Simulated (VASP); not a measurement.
# W8C9F3 in VASP: a series of runs

Runs on W8C9F3. Level: PBEsol. Tasks: single point.

Program: VASP 6.6.1. These are calculated values, not measurements. Logs are shortened: lines on timing, memory, paths and dates and some standing lists are left out, and cuts for length are marked.

## 1. The cell of the first run

The cell holds a slab with vacuum, 20 atoms: a = 5.776 Å, b = 5.776 Å, c = 16.238 Å, α = 90.00°, β = 90.00°, γ = 120.00°.

## 2. Single point, PBEsol

INCAR

```
SYSTEM = W8C9F3
PREC = Accurate
ENCUT = 520
EDIFF = 1E-7
ISMEAR = -1
SIGMA = 0.15
LREAL = Auto
LASPH = .True.
NELM = 60
ALGO = Normal
ISIF = 2
LWAVE = .False.
LCHARG = .False.
GGA = PS
NBANDS = 100
```

KPOINTS

```
Automatic mesh
0
Gamma
  3 3 1
  0 0 0
```

POSCAR

```
W8C9F3
1.0
    5.7763200000      0.0000000000      0.0000000000
   -2.8881600000      5.0024400000      0.0000000000
    0.0000000000      0.0000000000     16.2384600000
W C F
8 9 3
Direct
    0.0000000000      0.0000000000      0.0615821944
   -0.0002871960      0.0002818625      0.2362581181
    0.0000000000      0.5000000000      0.0615821944
   -0.0002805225      0.4994226817      0.2362599040
    0.5000000000      0.0000000000      0.0615821944
    0.5005793816      0.0002886591      0.2362594113
    0.5000000000      0.5000000000      0.0615821944
    0.5000052400      0.4999994003      0.2355090323
    0.3333543518      0.1667142434      0.1421092271
    0.3322358143      0.1644321571      0.3041761965
    0.3333603325      0.6666458768      0.1421095966
    0.3322092279      0.6677645309      0.3041774282
    0.8333339990      0.1666662669      0.1433950017
    0.8333424069      0.1666612693      0.3142750606
    0.8332854745      0.6666370811      0.1421084265
    0.8355708829      0.6677981145      0.3041761349
   -0.1666409148      0.1666582708      0.4072945341
   -0.2934402703     -0.0832335820      0.4385341344
    0.0832598720      0.2897456041      0.4385282841
   -0.2897230277      0.2934681875      0.4385345655
```

Potentials or basis: VASP PAW PBE potentials, release 64 (W_sv, C, F).

Launch:

```console
> cat potpaw_PBE.64/W_sv/POTCAR potpaw_PBE.64/C/POTCAR potpaw_PBE.64/F/POTCAR > POTCAR
> mpirun -np 1 vasp_std > vasp.out
```

OUTCAR:

```text
SYSTEM = W8C9F3
   PREC = Accurate
   ENCUT = 520
   EDIFF = 1E-7
   ISMEAR = -1
   LREAL = Auto
   LASPH = .True.
   NELM = 60
   ISIF = 2
   GGA = PS

 ion  position               nearest neighbor table
   1  0.000  0.000  0.062-   9 2.12  15 2.12  13 2.13   2 2.84   5 2.89   5 2.89   3 2.89   3 2.89
                             7 2.89   7 2.89
   2  1.000  0.000  0.236-  16 2.00  10 2.00  14 2.09  13 2.25   9 2.26  15 2.26   1 2.84   6 2.88
                             4 2.88   8 2.89   8 2.89   4 2.89   6 2.89
   3  0.000  0.500  0.062-  15 2.12  11 2.12  13 2.13   4 2.84   7 2.89   7 2.89   5 2.89   1 2.89
                             1 2.89   5 2.89
   4  1.000  0.499  0.236-  12 2.00  16 2.00  14 2.09  13 2.25  11 2.26  15 2.26   3 2.84   6 2.88
                             2 2.88   8 2.89   8 2.89   2 2.89   6 2.89
   5  0.500  0.000  0.062-  11 2.12   9 2.12  13 2.13   6 2.84   1 2.89   1 2.89   3 2.89   7 2.89
                             7 2.89   3 2.89
   6  0.501  0.000  0.236-  10 2.00  12 2.00  14 2.09  13 2.25  11 2.26   9 2.26   5 2.84   2 2.88
                             4 2.88   8 2.89   8 2.89   4 2.89   2 2.89
   7  0.500  0.500  0.062-  15 2.12   9 2.12  11 2.12   8 2.82   3 2.89   3 2.89   5 2.89   5 2.89
                             1 2.89   1 2.89
   8  0.500  0.500  0.236-  12 2.02  16 2.02  10 2.02  15 2.25   9 2.25  11 2.25   7 2.82   2 2.89
                             4 2.89   6 2.89   6 2.89   4 2.89   2 2.89
   9  0.333  0.167  0.142-   7 2.12   1 2.12   5 2.12   8 2.25   2 2.26   6 2.26
  10  0.332  0.164  0.304-   6 2.00   2 2.00   8 2.02
  11  0.333  0.667  0.142-   7 2.12   5 2.12   3 2.12   8 2.25   4 2.26   6 2.26
  12  0.332  0.668  0.304-   4 2.00   6 2.00   8 2.02
  13  0.833  0.167  0.143-   1 2.13   3 2.13   5 2.13   6 2.25   4 2.25   2 2.25
  14  0.833  0.167  0.314-  17 1.51   2 2.09   4 2.09   6 2.09
  15  0.833  0.667  0.142-   7 2.12   3 2.12   1 2.12   8 2.25   2 2.26   4 2.26
  16  0.836  0.668  0.304-   2 2.00   4 2.00   8 2.02
  17  0.833  0.167  0.407-  18 1.35  20 1.35  19 1.35  14 1.51
  18  0.707  0.917  0.439-  17 1.35
  19  0.083  0.290  0.439-  17 1.35
  20  0.710  0.293  0.439-  17 1.35

  LATTYP: Found a hexagonal cell.
 ALAT       =     5.7763200000
 C/A-ratio  =     2.8112119827

  Lattice vectors:

 A1 = (   5.7763200000,   0.0000000000,   0.0000000000)
 A2 = (  -2.8881600000,   5.0024400000,   0.0000000000)
 A3 = (   0.0000000000,   0.0000000000,  16.2384600000)

Analysis of symmetry for initial positions (statically):
=====================================================================
 Subroutine PRICEL returns:
 Original cell was already a primitive cell.

 Routine SETGRP: Setting up the symmetry group for a
 hexagonal supercell.

 Subroutine GETGRP returns: Found  1 space group operations
 (whereof  1 operations were pure point group operations)
 out of a pool of 24 trial point group operations.

The static configuration has the point symmetry C_1 .

Analysis of symmetry for dynamics (positions and initial velocities):
=====================================================================
 Subroutine PRICEL returns:
 Original cell was already a primitive cell.

 Routine SETGRP: Setting up the symmetry group for a
 hexagonal supercell.

 Subroutine GETGRP returns: Found  1 space group operations
 (whereof  1 operations were pure point group operations)
 out of a pool of 24 trial point group operations.

The dynamic configuration has the point symmetry C_1 .

 Subroutine INISYM returns: Found  1 space group operations
 (whereof  1 operations are pure point group operations),
 and found     1 'primitive' translations

----------------------------------------------------------------------------------------

                                     Primitive cell

  volume of cell :     469.2216

  direct lattice vectors                    reciprocal lattice vectors
     5.776320000  0.000000000  0.000000000     0.173120603  0.099951224  0.000000000
    -2.888160000  5.002440000  0.000000000     0.000000000  0.199902448  0.000000000
     0.000000000  0.000000000 16.238460000     0.000000000  0.000000000  0.061582194

  length of vectors
     5.776320000  5.776320121 16.238460000     0.199902452  0.199902448  0.061582194

  position of ions in fractional coordinates (direct lattice)
     0.000000000  0.000000000  0.061582194
     0.999712804  0.000281863  0.236258118
     0.000000000  0.500000000  0.061582194
     0.999719478  0.499422682  0.236259904
     0.500000000  0.000000000  0.061582194
     0.500579382  0.000288659  0.236259411
[... 12 lines left out ...]
     0.083259872  0.289745604  0.438528284
     0.710276972  0.293468187  0.438534565

  ion indices of the primitive-cell ions
   primitive index   ion index
                 1           1
                 2           2
                 3           3
                 4           4
                 5           5
                 6           6
[... 12 lines left out ...]
                19          19
                20          20

----------------------------------------------------------------------------------------

 KPOINTS: Automatic mesh

Automatic generation of k-mesh.
 Grid dimensions read from file:
 generate k-points for:    3    3    1

 Generating k-lattice:

  Cartesian coordinates                     Fractional coordinates (reciprocal lattice)
     0.057706868  0.033317075  0.000000000     0.333333333  0.000000000  0.000000000
     0.000000000  0.066634149  0.000000000     0.000000000  0.333333333  0.000000000
     0.000000000  0.000000000  0.061582194     0.000000000  0.000000000  1.000000000

  Length of vectors
     0.066634151  0.066634149  0.061582194

  Shift w.r.t. Gamma in fractional coordinates (k-lattice)
     0.000000000  0.000000000  0.000000000

 Subroutine IBZKPT returns following result:
 ===========================================

 Found      5 irreducible k-points:

 Following reciprocal coordinates:
            Coordinates               Weight
  0.000000  0.000000  0.000000      1.000000
  0.333333 -0.000000  0.000000      2.000000
  0.000000  0.333333  0.000000      2.000000
 -0.333333  0.333333  0.000000      2.000000
  0.333333  0.333333  0.000000      2.000000
   k-points           NKPTS =      5   k-points in BZ     NKDIM =      5   number of bands    NBANDS=    100
   number of dos      NEDOS =    301   number of ions     NIONS =     20
   total plane-waves  NPLWV = 290304
   dimension x,y,z NGX =    48 NGY =   48 NGZ =  126
   dimension x,y,z NGXF=    96 NGYF=   96 NGZF=  252
   ions per type =               8   9   3
   NGX,Y,Z   is equivalent  to a cutoff of  13.81, 13.81, 12.90 a.u.
   NGXF,Y,Z  is equivalent  to a cutoff of  27.63, 27.63, 25.80 a.u.
 SYSTEM =  W8C9F3
   PREC   = accura    normal or accurate (medium, high low for compatibility)
   ISTART =      0    job   : 0-new  1-cont  2-samecut
   ICHARG =      2    charge: 1-file 2-atom 10-const
   ISPIN  =      1    spin polarized calculation?
   LNONCOLLINEAR =      F non collinear calculations
   LSORBIT =      F    spin-orbit coupling
   LASPH  =      T    aspherical Exc in radial PAW
   ENCUT  =  520.0 eV  38.22 Ry    6.18 a.u.  10.74 10.74 30.19*2*pi/ulx,y,z
   NELM   =     60;   NELMIN=  2; NELMDL= -5     # of ELM steps
   EDIFF  = 0.1E-06   stopping-criterion for ELM
   LREAL  =      T    real-space projection
   EDIFFG = 0.1E-05   stopping-criterion for IOM
   NSW    =      0    number of steps for IOM
   IBRION =     -1    ionic relax: 0-MD 1-quasi-New 2-CG
   NFREE  =      0    steps in history (QN), initial steepest desc. (CG)
   ISIF   =      2    stress and relaxation
   ISYM   =      2    0-nonsym 1-usesym 2-fastsym
   POTIM  = 0.5000    time-step for ionic-motion
   TEBEG  =    0.0;   TEEND  =   0.0 temperature during run
   PSTRESS=    0.0 pullay stress
   NELECT =     169.0000    total number of electrons
   NUPDOWN=      -1.0000    fix difference up-down
   EMIN   =  10.00;   EMAX   =-10.00  energy-range for DOS
   EFERMI =   0.00;   METHOD = LEGACY
   ISMEAR =    -1;   SIGMA  =   0.15  broadening in eV -4-tet -1-fermi 0-gaus
   EFERMI_NEDOS =   21; number of points for ismear=-14 and -15
   IALGO  =     38    algorithm
   IMIX   =      4    mixing-type and parameters
     AMIX     =   0.40;   BMIX     =  1.00
     AMIX_MAG =   1.60;   BMIX_MAG =  1.00
  volume/ion in A,a.u.               =      23.46       158.32
  Fermi-wavevector in a.u.,A,eV,Ry     =   1.164781  2.201118 18.459236  1.356716
  Thomas-Fermi vector in A             =   2.301315
   LORBIT       =      0    0 simple, 1 ext, 2 COOP (PROOUT), +10 PAW based schemes
   GGA     = PS    functional components
   LHFCALC =     F    Hartree Fock is set to
   AEXX    =    0.0000 exact exchange contribution
   IVDW    =     0    specifies the selected vdW correction
   LEPSILON=     F    determine dielectric tensor
   LRPA    =     F    only Hartree local field effects (RPA)
 non-spin polarized calculation
  energy-cutoff  :      520.00
  volume of cell :      469.22
 maximum number of plane-waves:     12661
 NGX is ok and might be reduce to    48
   NGX = 21   NGY = 21   NGZ = 61

 number of electron     168.9999959 magnetization

 Free energy of the ion-electron system (eV)
  ---------------------------------------------------
  ext. energy  EPLUGINS =         0.00000000
  ---------------------------------------------------
  free energy    TOTEN  =      -196.53697988 eV

  energy without entropy =     -196.24527866  energy(sigma->0) =     -196.39112927

 E-fermi :   0.6788     XC(G=0):  -6.8937

 val. band max:        0.4370656568   @ k =  -0.3333   0.3333   0.0000
 cond. band min:       0.9473456537   @ k =   0.0000   0.0000   0.0000
 fundamental gap:      0.5102799969
 Fermi energy:         0.6788312446

 k-point     1 :       0.0000    0.0000    0.0000
  band No.  band energies     occupation
      1     -73.1868      2.00000
      2     -73.1269      2.00000
      3     -73.1269      2.00000
      4     -73.1222      2.00000
      5     -73.0892      2.00000
      6     -73.0303      2.00000
[... 88 lines left out ...]
     95       3.7211      0.00000
     96       4.0843      0.00000

 k-point     2 :       0.3333   -0.0000    0.0000
  band No.  band energies     occupation
      1     -73.1716      2.00000
      2     -73.1409      2.00000
      3     -73.1269      2.00000
      4     -73.1234      2.00000
      5     -73.0737      2.00000
      6     -73.0396      2.00000
[... 88 lines left out ...]
     95       2.9462      0.00000
     96       3.4734      0.00000

 k-point     3 :       0.0000    0.3333    0.0000
  band No.  band energies     occupation
      1     -73.1716      2.00000
      2     -73.1409      2.00000
      3     -73.1269      2.00000
      4     -73.1234      2.00000
      5     -73.0737      2.00000
      6     -73.0396      2.00000
[... 88 lines left out ...]
     95       2.9462      0.00000
     96       3.4734      0.00000

 k-point     4 :      -0.3333    0.3333    0.0000
  band No.  band energies     occupation
      1     -73.1716      2.00000
      2     -73.1409      2.00000
      3     -73.1269      2.00000
      4     -73.1234      2.00000
      5     -73.0737      2.00000
      6     -73.0396      2.00000
[... 88 lines left out ...]
     95       2.9462      0.00000
     96       3.4735      0.00000

 k-point     5 :       0.3333    0.3333    0.0000
  band No.  band energies     occupation
      1     -73.1500      2.00000
      2     -73.1499      2.00000
      3     -73.1456      2.00000
      4     -73.1174      2.00000
      5     -73.0590      2.00000
      6     -73.0410      2.00000
[... 88 lines left out ...]
     95       3.1079      0.00000
     96       3.2729      0.00000
 [bands above 96 left out]

------------------------ aborting loop because EDIFF is reached ----------------------------------------

  FORCE on cell =-STRESS in cart. coord.  units (eV):
  Direction    XX          YY          ZZ          XY          YZ          ZX
  --------------------------------------------------------------------------------------
  -------------------------------------------------------------------------------------
  Total        5.0017420      5.0021599      1.0595762     -0.0004167      0.0009624     -0.0025572
  in kB       17.0786641     17.0800911      3.6179686     -0.0014227      0.0032860     -0.0087318
  external PRESSURE =      12.5922413 kB  Pullay stress =       0.0000000 kB

 VOLUME and BASIS-vectors are now :
 -----------------------------------------------------------------------------
  energy-cutoff  :      520.00
  volume of cell :      469.22
      direct lattice vectors                 reciprocal lattice vectors
     5.776320000  0.000000000  0.000000000     0.173120603  0.099951224  0.000000000
    -2.888160000  5.002440000  0.000000000     0.000000000  0.199902448  0.000000000
     0.000000000  0.000000000 16.238460000     0.000000000  0.000000000  0.061582194

 POSITION                                       TOTAL-FORCE (eV/Angst)
 -----------------------------------------------------------------------------------
      0.00000      0.00000      1.00000        -0.105207      0.060912     -0.009968
      5.77385      0.00141      3.83647        -0.020879      0.011948     -0.036200
     -1.44408      2.50122      1.00000        -0.000052     -0.121675     -0.009779
      4.33229      2.49833      3.83650         0.000327     -0.024076     -0.036368
      2.88816      0.00000      1.00000         0.105407      0.060650     -0.009762
      2.89067      0.00144      3.83649         0.020712      0.012287     -0.036122
[... 12 lines left out ...]
     -0.35590      1.44943      7.12102         0.336648      0.193570      0.162310
      3.25520      1.46806      7.12113        -0.335629      0.195213      0.162237
 -----------------------------------------------------------------------------------
    total drift:                                0.000643     -0.000052     -0.004076

  FREE ENERGIE OF THE ION-ELECTRON SYSTEM (eV)
  ---------------------------------------------------
  free  energy   TOTEN  =      -196.5369798820 eV

  energy  without entropy=     -196.2452786639  energy(sigma->0) =     -196.39112927
```

Run time: 12 min. Hardware: 1 thread of Intel Xeon Platinum 8488C (Sapphire Rapids), shared host; peak memory 0.65 GiB.

Results:

- Free energy: -196.5370 eV
- Largest force: 0.441 eV/Å
- Band gap on the k mesh: zero (an odd number of electrons rules out a gap without spin polarisation)

Forces on the atoms (eV/Å):
```
W   -0.105  0.061 -0.010
W   -0.021  0.012 -0.036
W    0.000 -0.122 -0.010
W    0.000 -0.024 -0.036
W    0.105  0.061 -0.010
W    0.021  0.012 -0.036
W    0.000  0.000 -0.236
W   -0.001  0.000 -0.035
C    0.000  0.000 -0.006
C    0.000  0.007  0.103
C    0.000  0.000 -0.006
C    0.005 -0.003  0.103
C    0.000  0.000  0.010
C    0.000  0.000  0.062
C    0.000  0.000 -0.006
C   -0.006 -0.003  0.103
C    0.000  0.000 -0.441
F   -0.001 -0.389  0.162
F    0.337  0.194  0.162
F   -0.336  0.195  0.162
```

Caveat: the k points lie up to 0.42 Å⁻¹ apart, too coarse for converged energies and pressures of a metal; the PAW data sets were made with another functional, which shifts forces and pressure a little; spin-orbit coupling is left out, which moves the levels of the heavy elements; an odd number of electrons without spin polarisation forces a metal; a magnetic or distorted state may lie lower.

## 3. Single point, PBEsol

INCAR

```
SYSTEM = W8C9F3
ALGO = Normal
EDIFF = 1E-6
ENCUT = 520
GGA = PS
ISIF = 2
ISMEAR = -1
LASPH = .TRUE.
LCHARG = .TRUE.
LELF = .TRUE.
LREAL = Auto
LVHAR = .TRUE.
LWAVE = .FALSE.
NBANDS = 100
NELM = 60
PREC = Accurate
SIGMA = 0.15
```

KPOINTS

```
k-points
0
G
  3 3 1
  0 0 0
```

POSCAR

```
W8C9F3
1.0
    5.7763200000      0.0000000000      0.0000000000
   -2.8881600000      5.0024400000      0.0000000000
    0.0000000000      0.0000000000     16.2384600000
W C F
8 9 3
Direct
    0.0000000000      0.0000000000      0.0615821944
    0.0000052400     -0.0000005997      0.2355090323
    0.0000000000      0.5000000000      0.0615821944
    0.0005793816      0.5002886591      0.2362594113
    0.5000000000      0.0000000000      0.0615821944
    0.4997194775     -0.0005773183      0.2362599040
    0.5000000000      0.5000000000      0.0615821944
    0.4997126309      0.5002818625      0.2362581181
    0.3332854745      0.1666370811      0.1421084265
    0.3355708829      0.1677981145      0.3041761349
    0.3333339990      0.6666662669      0.1433950017
    0.3333424069      0.6666612693      0.3142750606
    0.8333603325      0.1666458768      0.1421095966
    0.8322092279      0.1677645309      0.3041774282
    0.8333543518      0.6667142434      0.1421092271
    0.8322358143      0.6644321571      0.3041761965
    0.3333590852      0.6666582708      0.4072945341
    0.2065597297      0.4167664180      0.4385341344
    0.5832598720      0.7897456041      0.4385282841
    0.2102769723      0.7934681875      0.4385345655
```

Potentials or basis: VASP PAW PBE potentials, release 64 (W_sv, C, F).

Launch:

```console
> cat potpaw_PBE.64/W_sv/POTCAR potpaw_PBE.64/C/POTCAR potpaw_PBE.64/F/POTCAR > POTCAR
> mpirun -np 1 vasp_std > vasp.out
```

Run time: 10 min. Hardware: 1 thread of Intel Xeon Platinum 8375C at 2.90GHz (Ice Lake), shared host; peak memory 0.68 GiB.

The run converged. Its results:

```
Free energy            : -196.5370 eV
Largest force          : 0.441 eV/Å
Band gap on the k mesh : zero (an odd number of electrons rules out a gap without spin polarisation)
```

Forces on the atoms (eV/Å):
```
W    0.000  0.000 -0.236
W   -0.001  0.000 -0.035
W    0.105  0.061 -0.010
W    0.021  0.012 -0.036
W    0.000 -0.122 -0.010
W    0.000 -0.024 -0.036
W   -0.105  0.061 -0.010
W   -0.021  0.012 -0.036
C    0.000  0.000 -0.006
C   -0.006 -0.003  0.103
C    0.000  0.000  0.010
C    0.000  0.000  0.062
C    0.000  0.000 -0.006
C    0.005 -0.003  0.103
C    0.000  0.000 -0.006
C    0.000  0.007  0.103
C    0.000  0.000 -0.441
F   -0.001 -0.389  0.162
F    0.337  0.194  0.162
F   -0.336  0.195  0.162
```

Levels at points of the mesh, in eV from the Fermi level:
```csv
k point,band 81,band 82,band 83,band 84,band 85,band 86,band 87,band 88,band 89,band 90
"(0.00, 0.00, 0.00)",-0.57,0.27,0.27,0.49,0.49,0.53,1.32,1.42,1.42,2.27
```

Caveat: the k points lie up to 0.42 Å⁻¹ apart, too coarse for converged energies and pressures of a metal; the PAW data sets were made with another functional, which shifts forces and pressure a little; spin-orbit coupling is left out, which moves the levels of the heavy elements; an odd number of electrons without spin polarisation forces a metal; a magnetic or distorted state may lie lower.
